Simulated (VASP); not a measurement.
# Cu (I4/mmm) in VASP: settings compared

Cu is run at these levels: RPBE, PBE; tasks: relaxation of cell and atoms, single point.

Program: VASP 6.6.1. These are calculated values, not measurements. Logs are shortened: lines on timing, memory, paths and dates and some standing lists are left out, and cuts for length are marked.

**1. The cell of the first run**

It takes space group I4/mmm (No. 139, tetragonal). The conventional cell has a = 2.886 Å, b = 2.886 Å, c = 2.752 Å, α = 90.00°, β = 90.00°, γ = 90.00°. Cu (site symmetry 4/mmm) has 14 Cu at 2.46 to 2.89 Å within 3.2 Å.

**2. Relaxation of cell and atoms, RPBE**

INCAR reads:

```
PREC = Accurate
ENCUT = 820
EDIFF = 1E-7
ISMEAR = -1
SIGMA = 0.05
LREAL = F
LASPH = T
NELM = 120
ALGO = Normal
ISIF = 3
LWAVE = F
LCHARG = F
GGA = RP
IBRION = 2
NSW = 60
EDIFFG = -0.01
GGA_COMPAT = F
NELMIN = 4
```

KPOINTS reads:

```
Automatic mesh
0
Gamma
  13 13 13
```

POSCAR reads:

```
Cu
1.0
   -1.4427933200      1.4427933200      1.3760814500
    1.4427933200     -1.4427933200      1.3760814500
    1.4427933200      1.4427933200     -1.3760814500
Cu
1
Direct
    0.0000000000      0.0000000000      0.0000000000
```

Potentials or basis: VASP PAW PBE potentials, release 64 (Cu_sv_GW).

Launch:

```sh
cat potpaw_PBE.64/Cu_sv_GW/POTCAR > POTCAR
mpirun -np 1 vasp_std > vasp.out
```

OUTCAR:

```text
PREC = Accurate
   ENCUT = 820
   EDIFF = 1E-7
   ISMEAR = -1
   LREAL = F
   LASPH = T
   NELM = 120
   ISIF = 3
   GGA = RP
   IBRION = 2
   NSW = 60
   EDIFFG = -0.01
   NELMIN = 4

 ion  position               nearest neighbor table
   1  0.000  0.000  0.000-

  LATTYP: Found a body centered tetragonal cell.
 ALAT       =     2.8855866400
 C/A-ratio  =     0.9537620052

  Lattice vectors:

 A1 = (  -1.4427933200,   1.4427933200,   1.3760814500)
 A2 = (   1.4427933200,  -1.4427933200,   1.3760814500)
 A3 = (   1.4427933200,   1.4427933200,  -1.3760814500)

Analysis of symmetry for initial positions (statically):
=====================================================================
 Subroutine PRICEL returns:
 Original cell was already a primitive cell.

 Routine SETGRP: Setting up the symmetry group for a
 body centered tetragonal supercell.

 Subroutine GETGRP returns: Found 16 space group operations
 (whereof 16 operations were pure point group operations)
 out of a pool of 16 trial point group operations.

The static configuration has the point symmetry D_4h.

Analysis of symmetry for dynamics (positions and initial velocities):
=====================================================================
 Subroutine PRICEL returns:
 Original cell was already a primitive cell.

 Routine SETGRP: Setting up the symmetry group for a
 body centered tetragonal supercell.

 Subroutine GETGRP returns: Found 16 space group operations
 (whereof 16 operations were pure point group operations)
 out of a pool of 16 trial point group operations.

The dynamic configuration has the point symmetry D_4h.

 Subroutine INISYM returns: Found 16 space group operations
 (whereof 16 operations are pure point group operations),
 and found     1 'primitive' translations

----------------------------------------------------------------------------------------

                                     Primitive cell

  volume of cell :      11.4581

  direct lattice vectors                    reciprocal lattice vectors
    -1.442793320  1.442793320  1.376081450     0.000000000  0.346549983  0.363350585
     1.442793320 -1.442793320  1.376081450     0.346549983  0.000000000  0.363350585
     1.442793320  1.442793320 -1.376081450     0.346549983  0.346549983  0.000000000

  length of vectors
     2.461078074  2.461078074  2.461078074     0.502116060  0.502116060  0.490095685

  position of ions in fractional coordinates (direct lattice)
     0.000000000  0.000000000  0.000000000

  ion indices of the primitive-cell ions
   primitive index   ion index
                 1           1

----------------------------------------------------------------------------------------

 KPOINTS: Automatic mesh

Automatic generation of k-mesh.
 Grid dimensions read from file:
 generate k-points for:   13   13   13

 Generating k-lattice:

  Cartesian coordinates                     Fractional coordinates (reciprocal lattice)
     0.000000000  0.026657691  0.027950045     0.076923077 -0.000000000  0.000000000
     0.026657691  0.000000000  0.027950045    -0.000000000  0.076923077  0.000000000
     0.026657691  0.026657691  0.000000000     0.000000000  0.000000000  0.076923077

  Length of vectors
     0.038624312  0.038624312  0.037699668

  Shift w.r.t. Gamma in fractional coordinates (k-lattice)
     0.000000000  0.000000000  0.000000000

 Subroutine IBZKPT returns following result:
 ===========================================

 Found    196 irreducible k-points:

 Following reciprocal coordinates:
            Coordinates               Weight
  0.000000  0.000000  0.000000      1.000000
  0.076923  0.000000  0.000000      8.000000
  0.153846  0.000000  0.000000      8.000000
  0.230769 -0.000000  0.000000      8.000000
  0.307692  0.000000  0.000000      8.000000
  0.384615 -0.000000  0.000000      8.000000
[... 16 lines left out ...]
  0.384615  0.153846  0.000000     16.000000
  0.461538  0.153846  0.000000     16.000000
 [... further k-points ...]
   k-points           NKPTS =    196   k-points in BZ     NKDIM =    196   number of bands    NBANDS=     13
   number of dos      NEDOS =    301   number of ions     NIONS =      1
   total plane-waves  NPLWV =  13824
   dimension x,y,z NGX =    24 NGY =   24 NGZ =   24
   dimension x,y,z NGXF=    48 NGYF=   48 NGZF=   48
   ions per type =               1
   NGX,Y,Z   is equivalent  to a cutoff of  16.21, 16.21, 16.21 a.u.
   NGXF,Y,Z  is equivalent  to a cutoff of  32.42, 32.42, 32.42 a.u.
 SYSTEM =  unknown system
   PREC   = accura    normal or accurate (medium, high low for compatibility)
   ISTART =      0    job   : 0-new  1-cont  2-samecut
   ICHARG =      2    charge: 1-file 2-atom 10-const
   ISPIN  =      1    spin polarized calculation?
   LNONCOLLINEAR =      F non collinear calculations
   LSORBIT =      F    spin-orbit coupling
   LASPH  =      T    aspherical Exc in radial PAW
   ENCUT  =  820.0 eV  60.27 Ry    7.76 a.u.   5.75  5.75  5.75*2*pi/ulx,y,z
   NELM   =    120;   NELMIN=  4; NELMDL= -5     # of ELM steps
   EDIFF  = 0.1E-06   stopping-criterion for ELM
   LREAL  =      F    real-space projection
   EDIFFG = -.1E-01   stopping-criterion for IOM
   NSW    =     60    number of steps for IOM
   IBRION =      2    ionic relax: 0-MD 1-quasi-New 2-CG
   NFREE  =      1    steps in history (QN), initial steepest desc. (CG)
   ISIF   =      3    stress and relaxation
   ISYM   =      2    0-nonsym 1-usesym 2-fastsym
   POTIM  = 0.5000    time-step for ionic-motion
   TEBEG  =    0.0;   TEEND  =   0.0 temperature during run
   PSTRESS=    0.0 pullay stress
   NELECT =      19.0000    total number of electrons
   NUPDOWN=      -1.0000    fix difference up-down
   EMIN   =  10.00;   EMAX   =-10.00  energy-range for DOS
   EFERMI =   0.00;   METHOD = LEGACY
   ISMEAR =    -1;   SIGMA  =   0.05  broadening in eV -4-tet -1-fermi 0-gaus
   EFERMI_NEDOS =   21; number of points for ismear=-14 and -15
   IALGO  =     38    algorithm
   IMIX   =      4    mixing-type and parameters
     AMIX     =   0.40;   BMIX     =  1.00
     AMIX_MAG =   1.60;   BMIX_MAG =  1.00
  volume/ion in A,a.u.               =      11.46        77.32
  Fermi-wavevector in a.u.,A,eV,Ry     =   1.937709  3.661739 51.086019  3.754716
  Thomas-Fermi vector in A             =   2.968234
   LORBIT       =      0    0 simple, 1 ext, 2 COOP (PROOUT), +10 PAW based schemes
   GGA     = RP    functional components
   LHFCALC =     F    Hartree Fock is set to
   AEXX    =    0.0000 exact exchange contribution
   IVDW    =     0    specifies the selected vdW correction
   LEPSILON=     F    determine dielectric tensor
   LRPA    =     F    only Hartree local field effects (RPA)
 conjugate gradient relaxation of ions
 non-spin polarized calculation
  energy-cutoff  :      820.00
  volume of cell :       11.46
 maximum number of plane-waves:       625
   NGX = 11   NGY = 11   NGZ = 11

--------------------------------------- Ionic step        1  -------------------------------------------

 number of electron      19.0000004 magnetization

 Free energy of the ion-electron system (eV)
  ---------------------------------------------------
  ext. energy  EPLUGINS =         0.00000000
  ---------------------------------------------------
  free energy    TOTEN  =        -3.25061992 eV

  energy without entropy =       -3.24806087  energy(sigma->0) =       -3.24934040

------------------------ aborting loop because EDIFF is reached ----------------------------------------

  FORCE on cell =-STRESS in cart. coord.  units (eV):
  Direction    XX          YY          ZZ          XY          YZ          ZX
  --------------------------------------------------------------------------------------
  -------------------------------------------------------------------------------------
  Total        0.7659916      0.7659916      0.7784900      0.0000000      0.0000000     -0.0000000
  in kB      107.1080722    107.1080722    108.8557187      0.0000000      0.0000000     -0.0000000
  external PRESSURE =     107.6906211 kB  Pullay stress =       0.0000000 kB
[... 230 lines left out ...]
  energy  without entropy=       -3.2721242673  energy(sigma->0) =       -3.27350304

--------------------------------------- Ionic step        8  -------------------------------------------

 number of electron      18.9999999 magnetization

 Free energy of the ion-electron system (eV)
  ---------------------------------------------------
  ext. energy  EPLUGINS =         0.00000000
  ---------------------------------------------------
  free energy    TOTEN  =        -3.27489438 eV

  energy without entropy =       -3.27213387  energy(sigma->0) =       -3.27351412

 E-fermi :   7.2778     XC(G=0): -12.9591

 val. band max:        7.2692171444   @ k =  -0.2308   0.4615   0.0769
 cond. band min:       7.3140044423   @ k =  -0.3077   0.3846   0.2308
 fundamental gap:      0.0447872979
 Fermi energy:         7.2778263890

 k-point     1 :       0.0000    0.0000    0.0000
  band No.  band energies     occupation
      1    -105.3099      2.00000
      2     -62.5590      2.00000
      3     -62.5544      2.00000
      4     -62.5544      2.00000
      5      -1.8091      2.00000
      6       4.2380      2.00000
      7       4.4482      2.00000
      8       4.4482      2.00000
      9       5.2136      2.00000
     10       5.4356      2.00000
     11      31.4180      0.00000
     12      31.4180      0.00000
     13      32.9007      0.00000
[... 353 lines left out ...]
 k-point    24 :       0.4615    0.1538    0.0000
  band No.  band energies     occupation
      1    -105.2959      2.00000
      2     -62.6445      2.00000
      3     -62.5958      2.00000
      4     -62.5639      2.00000
      5       2.8318      2.00000
      6       3.6794      2.00000
      7       4.7155      2.00000
      8       5.3111      2.00000
      9       5.6257      2.00000
     10       8.1946      0.00000
     11      12.5864      0.00000
     12      18.9809      0.00000
     13      23.9729      0.00000

 [... further k-points ...]

------------------------ aborting loop because EDIFF is reached ----------------------------------------

  FORCE on cell =-STRESS in cart. coord.  units (eV):
  Direction    XX          YY          ZZ          XY          YZ          ZX
  --------------------------------------------------------------------------------------
  -------------------------------------------------------------------------------------
  Total        0.0089273      0.0089273      0.0078816      0.0000000      0.0000000      0.0000000
  in kB        1.1713476      1.1713476      1.0341470      0.0000000      0.0000000      0.0000000
  external PRESSURE =       1.1256141 kB  Pullay stress =       0.0000000 kB
[... 16 lines left out ...]
  FREE ENERGIE OF THE ION-ELECTRON SYSTEM (eV)
  ---------------------------------------------------
  free  energy   TOTEN  =        -3.2748943803 eV

  energy  without entropy=       -3.2721338693  energy(sigma->0) =       -3.27351412

 reached required accuracy - stopping structural energy minimisation
```

Run time: 3.1 min. Hardware: 1 thread of Intel Xeon Platinum 8259CL at 2.50GHz (Skylake/Cascade Lake), shared host; peak memory 0.22 GiB.

Results:

- Free energy: -3.2749 eV
- Relaxed volume: 12.21 Å³/atom
- Relaxed cell: a = 2.514 Å, b = 2.514 Å, c = 2.514 Å, α = 108.01°, β = 108.01°, γ = 112.44°
- Space group after relaxing (to 0.1 Å): I4/mmm (No. 139)
- Energy gained by relaxing: 24.3 meV/atom
- Ionic steps: 8
- Pressure after relaxing: 0.1 GPa
- Band gap on the k mesh: zero (an odd number of electrons rules out a gap without spin polarisation)

The path:
```csv
step,energy change (eV),largest force (eV/Å),pressure (GPa),volume (Å³)
1,0.0000,0.0000,10.77,11.46
2,-0.0134,0.0000,-5.88,12.78
3,-0.0242,0.0000,-0.02,12.22
4,-0.0242,0.0000,0.11,12.21
5,-0.0242,0.0000,0.20,12.21
6,-0.0243,0.0000,0.20,12.21
7,-0.0243,0.0000,0.18,12.21
8,-0.0243,0.0000,0.11,12.21
```

Final structure:
```
CELL_PARAMETERS angstrom
-1.47772 1.47772 1.39798
1.47772 -1.47772 1.39798
1.47772 1.47772 -1.39798
ATOMIC_POSITIONS crystal
Cu 0.00000 0.00000 0.00000
```

Caveat: the PAW data sets were made with another functional, which shifts forces and pressure a little.

**3. Single point, PBE**

INCAR reads:

```
PREC = Accurate
ENCUT = 820
EDIFF = 1E-6
ISMEAR = 0
SIGMA = 0.012
LREAL = F
LASPH = T
NELM = 120
ALGO = Normal
ISIF = 2
LWAVE = F
LCHARG = F
GGA = PE
NBANDS = 16
GGA_COMPAT = F
```

KPOINTS reads:

```
regular mesh
0
Gamma
  13 13 13
```

POSCAR is that of step 2.

Potentials or basis: VASP PAW PBE potentials, release 64 (Cu_sv_GW).

Launch:

```sh
cat potpaw_PBE.64/Cu_sv_GW/POTCAR > POTCAR
mpirun -np 1 vasp_std > vasp.out
```

Run time: 29 s. Hardware: 1 thread of Intel Xeon Platinum 8488C (Sapphire Rapids), shared host; peak memory 0.22 GiB.

It converged, with:

```yaml
Free_energy: -3.7526 eV
Pressure: 5.9 GPa
Band_gap_on_the_k_mesh: zero (an odd number of electrons rules out a gap without spin polarisation)
```

Stress tensor (GPa, compression positive):
```
5.82 0.00 0.00
0.00 5.82 0.00
0.00 0.00 6.12
```

Levels at points of the mesh, in eV from the Fermi level:
```csv
k point,band 6,band 7,band 8,band 9,band 10,band 11,band 12,band 13,band 14,band 15
"(0.00, 0.00, 0.00)",-3.23,-3.04,-3.04,-2.15,-1.95,24.94,24.94,26.19,28.94,28.95
```

Caveat: the cell stands under pressure.

The gap in the log of VASP goes by the Fermi energy; the results here count the filled bands.